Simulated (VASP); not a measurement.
# Si5C19 (Cm) in VASP: single point with PBE

Aim: the single point of Si5C19 with PBE.

Everything below comes from runs of VASP 6.6.1. Logs are shortened: lines on timing, memory, paths and dates and some standing lists are left out, and cuts for length are marked.

### Step 1. The cell of the first run

The typed cell holds 24 atoms: a = 5.436 Å, b = 5.436 Å, c = 7.396 Å, α = 90.00°, β = 90.00°, γ = 120.00°.

### Step 2. Single point, PBE

The input, INCAR:

```
PREC = Accurate
ENCUT = 520
EDIFF = 1E-6
ISMEAR = 0
SIGMA = 0.1
LREAL = Auto
LASPH = True
NELM = 100
ALGO = Fast
ISIF = 2
LWAVE = False
LCHARG = False
GGA = PE
ISYM = 0
NBANDS = 66
```

The input, KPOINTS:

```
regular mesh
0
Gamma
  5 5 3
```

The input, POSCAR:

```
Si5C19
1.0
   -3.8437584755     -3.8438136594      0.0001220576
    0.0000032530      3.8436883484      3.8436902800
   -4.2701561248      4.2703291234     -4.2703314962
C Si
19 5
Direct
    0.9837880901      0.9693268207      0.0516629332
    0.8382486311      0.1702473507      0.6187675675
    0.3302881224      0.1702528613      0.6187944916
    0.6829413671      0.3676237444      0.3497589354
    0.1662595455      0.3342525389      0.3343505691
    0.5311669888      0.5167056840      0.0516529757
    0.9837886594      0.5167071068      0.0516626665
    0.8329535565      0.6675997556      0.6381633188
    0.3302884993      0.6622811703      0.6187946351
    0.6829416887      0.8175625743      0.3497588103
    0.1328833444      0.8175643057      0.3497535149
    0.6732995519      0.3483141745      0.5633594198
    0.1662765084      0.3342613432      0.5438272646
    0.5061632301      0.5042039224      0.2675711929
    0.9962965563      0.5042003925      0.2675735583
    0.8329128559      0.6675790160      1.0004785094
    0.6732999792      0.8272313075      0.5633592837
    0.1522272486      0.8272365527      0.5633619781
    0.9962968809      0.9943417266      0.2675736537
    0.4997472081      0.0009973708      0.0168155211
    0.3047474518      0.1957124727      0.8807644855
    0.8893037262      0.1957752150      0.8806814035
    0.3047498874      0.6112807393      0.8807650233
    0.4995786743      0.0009115332      0.2966792517
```

Potentials or basis: VASP PAW PBE potentials, release 64 (C, Si).

Launch:

```
cat potpaw_PBE.64/C/POTCAR potpaw_PBE.64/Si/POTCAR > POTCAR
mpirun -np 1 vasp_std > vasp.out
```

OUTCAR:

```text
PREC = Accurate
   ENCUT = 520
   EDIFF = 1E-6
   ISMEAR = 0
   LREAL = Auto
   LASPH = True
   NELM = 100
   ISIF = 2
   GGA = PE
   ISYM = 0

 ion  position               nearest neighbor table
   1  0.984  0.969  0.052-  16 1.47  19 1.60  21 2.00  22 2.00
   2  0.838  0.170  0.619-  13 1.64  17 1.67  12 1.67  22 1.95
   3  0.330  0.170  0.619-  13 1.64  18 1.67  12 1.67  21 1.95
   4  0.683  0.368  0.350-  12 1.58  14 1.60  15 1.60  24 1.77
   5  0.166  0.334  0.334-  13 1.55  19 1.67  15 1.67  14 1.67
   6  0.531  0.517  0.052-  16 1.47  14 1.60  23 2.00  21 2.00
   7  0.984  0.517  0.052-  16 1.47  15 1.60  23 2.00  22 2.00
   8  0.833  0.668  0.638-  17 1.60  12 1.60  18 1.60
   9  0.330  0.662  0.619-  13 1.64  18 1.67  17 1.67  23 1.95
  10  0.683  0.818  0.350-  17 1.58  14 1.60  19 1.60  24 1.77
  11  0.133  0.818  0.350-  18 1.58  15 1.60  19 1.60  24 1.77
  12  0.673  0.348  0.563-   4 1.58   8 1.60   2 1.67   3 1.67  24 2.56
  13  0.166  0.334  0.544-   5 1.55   9 1.64   3 1.64   2 1.64
  14  0.506  0.504  0.268-  10 1.60   4 1.60   6 1.60   5 1.67
  15  0.996  0.504  0.268-  11 1.60   4 1.60   7 1.60   5 1.67
  16  0.833  0.668  0.000-   1 1.47   7 1.47   6 1.47
  17  0.673  0.827  0.563-  10 1.58   8 1.60   2 1.67   9 1.67  24 2.56
  18  0.152  0.827  0.563-  11 1.58   8 1.60   3 1.67   9 1.67  24 2.56
  19  0.996  0.994  0.268-  11 1.60  10 1.60   1 1.60   5 1.67
  20  0.500  0.001  0.017-  24 2.07  22 2.09  21 2.09  23 2.09
  21  0.305  0.196  0.881-   3 1.95   1 2.00   6 2.00  20 2.09  22 2.26  23 2.26
  22  0.889  0.196  0.881-   2 1.95   7 2.00   1 2.00  20 2.09  21 2.26  23 2.26
  23  0.305  0.611  0.881-   9 1.95   6 2.00   7 2.00  20 2.09  22 2.26  21 2.26
  24  0.500  0.001  0.297-  11 1.77   4 1.77  10 1.77  20 2.07  18 2.56  17 2.56  12 2.56

IMPORTANT INFORMATION: All symmetrisations will be switched off!
NOSYMM: (Re-)initialisation of all symmetry stuff for point group C_1.

----------------------------------------------------------------------------------------

                                     Primitive cell

  volume of cell :     189.2726

  direct lattice vectors                    reciprocal lattice vectors
    -3.843758476 -3.843813659  0.000122058    -0.173441079 -0.086716951  0.086717054
     0.000003253  3.843688348  3.843690280    -0.086720615  0.086724878  0.173441883
    -4.270156125  4.270329123 -4.270331496    -0.078061470  0.078057871 -0.078057766

  length of vectors
     5.435934389  5.435797558  7.396328497     0.212418184  0.212423531  0.135202216

  position of ions in fractional coordinates (direct lattice)
     0.983788090  0.969326821  0.051662933
     0.838248631  0.170247351  0.618767568
     0.330288122  0.170252861  0.618794492
     0.682941367  0.367623744  0.349758935
     0.166259545  0.334252539  0.334350569
     0.531166989  0.516705684  0.051652976
[... 16 lines left out ...]
     0.304749887  0.611280739  0.880765023
     0.499578674  0.000911533  0.296679252

  ion indices of the primitive-cell ions
   primitive index   ion index
                 1           1
                 2           2
                 3           3
                 4           4
                 5           5
                 6           6
[... 16 lines left out ...]
                23          23
                24          24

----------------------------------------------------------------------------------------

 KPOINTS: regular mesh

Automatic generation of k-mesh.
 Grid dimensions read from file:
 generate k-points for:    5    5    3

 Generating k-lattice:

  Cartesian coordinates                     Fractional coordinates (reciprocal lattice)
    -0.034688216 -0.017343390  0.017343411     0.200000000  0.000000000 -0.000000000
    -0.017344123  0.017344976  0.034688377     0.000000000  0.200000000  0.000000000
    -0.026020490  0.026019290 -0.026019255     0.000000000  0.000000000  0.333333333

  Length of vectors
     0.042483637  0.042484706  0.045067405

  Shift w.r.t. Gamma in fractional coordinates (k-lattice)
     0.000000000  0.000000000  0.000000000

 Subroutine IBZKPT returns following result:
 ===========================================

 Found     38 irreducible k-points:

 Following reciprocal coordinates:
            Coordinates               Weight
  0.000000  0.000000  0.000000      1.000000
  0.200000  0.000000 -0.000000      2.000000
  0.400000  0.000000 -0.000000      2.000000
 -0.000000  0.200000  0.000000      2.000000
 -0.200000  0.200000  0.000000      2.000000
  0.200000  0.200000 -0.000000      2.000000
[... 16 lines left out ...]
  0.400000  0.200000  0.333333      2.000000
  0.400000  0.200000 -0.333333      2.000000
 [... further k-points ...]
   k-points           NKPTS =     38   k-points in BZ     NKDIM =     38   number of bands    NBANDS=     66
   number of dos      NEDOS =    301   number of ions     NIONS =     24
   total plane-waves  NPLWV =  89600
   dimension x,y,z NGX =    40 NGY =   40 NGZ =   56
   dimension x,y,z NGXF=    80 NGYF=   80 NGZF=  112
   ions per type =              19   5
   NGX,Y,Z   is equivalent  to a cutoff of  12.23, 12.23, 12.59 a.u.
   NGXF,Y,Z  is equivalent  to a cutoff of  24.47, 24.47, 25.17 a.u.
 SYSTEM =  unknown system
   PREC   = accura    normal or accurate (medium, high low for compatibility)
   ISTART =      0    job   : 0-new  1-cont  2-samecut
   ICHARG =      2    charge: 1-file 2-atom 10-const
   ISPIN  =      1    spin polarized calculation?
   LNONCOLLINEAR =      F non collinear calculations
   LSORBIT =      F    spin-orbit coupling
   LASPH  =      T    aspherical Exc in radial PAW
   ENCUT  =  520.0 eV  38.22 Ry    6.18 a.u.  10.11 10.11 13.75*2*pi/ulx,y,z
   NELM   =    100;   NELMIN=  2; NELMDL= -5     # of ELM steps
   EDIFF  = 0.1E-05   stopping-criterion for ELM
   LREAL  =      T    real-space projection
   EDIFFG = 0.1E-04   stopping-criterion for IOM
   NSW    =      0    number of steps for IOM
   IBRION =     -1    ionic relax: 0-MD 1-quasi-New 2-CG
   NFREE  =      0    steps in history (QN), initial steepest desc. (CG)
   ISIF   =      2    stress and relaxation
   ISYM   =      0    0-nonsym 1-usesym 2-fastsym
   POTIM  = 0.5000    time-step for ionic-motion
   TEBEG  =    0.0;   TEEND  =   0.0 temperature during run
   PSTRESS=    0.0 pullay stress
   NELECT =      96.0000    total number of electrons
   NUPDOWN=      -1.0000    fix difference up-down
   EMIN   =  10.00;   EMAX   =-10.00  energy-range for DOS
   EFERMI =   0.00;   METHOD = LEGACY
   ISMEAR =     0;   SIGMA  =   0.10  broadening in eV -4-tet -1-fermi 0-gaus
   EFERMI_NEDOS =   21; number of points for ismear=-14 and -15
   IALGO  =     68    algorithm
   IMIX   =      4    mixing-type and parameters
     AMIX     =   0.40;   BMIX     =  1.00
     AMIX_MAG =   1.60;   BMIX_MAG =  1.00
  volume/ion in A,a.u.               =       7.89        53.22
  Fermi-wavevector in a.u.,A,eV,Ry     =   1.305577  2.467184 23.191573  1.704533
  Thomas-Fermi vector in A             =   2.436437
   LORBIT       =      0    0 simple, 1 ext, 2 COOP (PROOUT), +10 PAW based schemes
   GGA     = PE    functional components
   LHFCALC =     F    Hartree Fock is set to
   AEXX    =    0.0000 exact exchange contribution
   IVDW    =     0    specifies the selected vdW correction
   LEPSILON=     F    determine dielectric tensor
   LRPA    =     F    only Hartree local field effects (RPA)
 non-spin polarized calculation
 RMM-DIIS sequential band-by-band and
 Gauss-broadening in eV      SIGMA  =   0.10
  energy-cutoff  :      520.00
  volume of cell :      189.27
 maximum number of plane-waves:      5136
   NGX = 21   NGY = 21   NGZ = 27

 number of electron      96.0000002 magnetization

 Free energy of the ion-electron system (eV)
  ---------------------------------------------------
  ext. energy  EPLUGINS =         0.00000000
  ---------------------------------------------------
  free energy    TOTEN  =      -182.18621283 eV

  energy without entropy =     -182.17003341  energy(sigma->0) =     -182.17812312

 E-fermi :   9.9421     XC(G=0): -12.1114

 val. band max:        9.9116481946   @ k =   0.4000   0.2000   0.0000
 cond. band min:      10.0141015159   @ k =   0.2000  -0.0000   0.3333
 fundamental gap:      0.1024533213
 Fermi energy:         9.9421456713

 k-point     1 :       0.0000    0.0000    0.0000
  band No.  band energies     occupation
      1     -10.5151      2.00000
      2      -8.4954      2.00000
      3      -7.1738      2.00000
      4      -6.2920      2.00000
      5      -6.2918      2.00000
      6      -6.0964      2.00000
[... 52 lines left out ...]
     59      13.5994      0.00000
     60      14.0516      0.00000

 k-point     2 :       0.2000    0.0000   -0.0000
  band No.  band energies     occupation
      1     -10.3180      2.00000
      2      -8.3781      2.00000
      3      -7.2748      2.00000
      4      -6.9970      2.00000
      5      -6.5218      2.00000
      6      -6.2075      2.00000
[... 52 lines left out ...]
     59      13.6722      0.00000
     60      14.1707      0.00000

 k-point     3 :       0.4000    0.0000   -0.0000
  band No.  band energies     occupation
      1      -9.7714      2.00000
      2      -8.6614      2.00000
      3      -7.8469      2.00000
      4      -6.7761      2.00000
      5      -6.6600      2.00000
      6      -6.4828      2.00000
[... 1312 lines left out ...]
     59      14.8079      0.00000
     60      14.9790      0.00000

 k-point    24 :       0.4000    0.2000   -0.3333
  band No.  band energies     occupation
      1      -9.3841      2.00000
      2      -8.7737      2.00000
      3      -8.0260      2.00000
      4      -7.6741      2.00000
      5      -6.9022      2.00000
      6      -5.9602      2.00000
[... 52 lines left out ...]
     59      14.8079      0.00000
     60      14.9790      0.00000

 [... further k-points ...]

 [bands above 60 left out]

------------------------ aborting loop because EDIFF is reached ----------------------------------------

  FORCE on cell =-STRESS in cart. coord.  units (eV):
  Direction    XX          YY          ZZ          XY          YZ          ZX
  --------------------------------------------------------------------------------------
  -------------------------------------------------------------------------------------
  Total        0.1343125      0.1484686      0.1324288      0.0393098      0.0330486     -0.0237847
  in kB        1.1369443      1.2567746      1.1209988      0.3327541      0.2797541     -0.2013358
  external PRESSURE =       1.1715726 kB  Pullay stress =       0.0000000 kB

 VOLUME and BASIS-vectors are now :
 -----------------------------------------------------------------------------
  energy-cutoff  :      520.00
  volume of cell :      189.27
      direct lattice vectors                 reciprocal lattice vectors
    -3.843758476 -3.843813659  0.000122058    -0.173441079 -0.086716951  0.086717054
     0.000003253  3.843688348  3.843690280    -0.086720615  0.086724878  0.173441883
    -4.270156125  4.270329123 -4.270331496    -0.078061470  0.078057871 -0.078057766

 POSITION                                       TOTAL-FORCE (eV/Angst)
 -----------------------------------------------------------------------------------
     -4.00205      0.16491      3.50529         0.002213     -0.003619      0.048061
     -5.86426      0.07465     -1.98786         0.014404     -0.005779      0.001974
     -3.91190      2.02729     -1.98802         0.006333     -0.018665      0.007493
     -4.11859      0.28152     -0.08047         0.010476     -0.005537     -0.018168
     -2.06679      2.07348     -0.14300         0.016315     -0.015540      0.016836
     -2.26224      0.16492      1.76555         0.047114     -0.001059     -0.001376
[... 16 lines left out ...]
     -4.93239      4.93933     -1.41155        -0.008129      0.008081      0.025541
     -3.18713     -0.64987     -1.26335         0.008802     -0.007112      0.009023
 -----------------------------------------------------------------------------------
    total drift:                               -0.015761     -0.007718     -0.029726

  FREE ENERGIE OF THE ION-ELECTRON SYSTEM (eV)
  ---------------------------------------------------
  free  energy   TOTEN  =      -182.1862128273 eV

  energy  without entropy=     -182.1700334064  energy(sigma->0) =     -182.17812312
```

Run time: 17 min. Hardware: 1 thread of Oxide Virtual Turin-like, shared host; peak memory 0.43 GiB.

Results:

- Free energy: -182.1862 eV
- Pressure: 0.1 GPa
- Largest force: 0.054 eV/Å
- Band gap on the k mesh: zero (bands 48 and 49 overlap by 0.67 eV)

Forces in eV/Å, atoms in the order of the input:
```
C    0.002 -0.004  0.048
C    0.014 -0.006  0.002
C    0.006 -0.019  0.007
C    0.010 -0.006 -0.018
C    0.016 -0.016  0.017
C    0.047 -0.001 -0.001
C   -0.002 -0.054 -0.003
C    0.007 -0.005  0.005
C    0.001 -0.006  0.016
C    0.010  0.021  0.008
C   -0.018 -0.006  0.009
C   -0.022  0.023 -0.021
C   -0.026  0.025 -0.025
C   -0.002  0.018 -0.018
C   -0.016  0.003 -0.014
C   -0.001 -0.002 -0.005
C   -0.019  0.023 -0.016
C   -0.021  0.023 -0.021
C   -0.018  0.016 -0.002
Si   0.013 -0.013  0.011
Si  -0.009 -0.024 -0.007
Si   0.025  0.009 -0.007
Si  -0.008  0.008  0.026
Si   0.009 -0.007  0.009
```

Levels at points of the mesh, in eV from the Fermi level:
```tsv
k point	band 45	band 46	band 47	band 48	band 49	band 50	band 51	band 52
(0.00, 0.00, 0.00)	-1.87	-1.25	-1.08	0.15	0.15	0.41	2.04	2.04
```

Caveat: semilocal functionals underestimate gaps, and a narrow one can read as zero.

The gap in the log of VASP goes by the Fermi energy; the results here count the filled bands.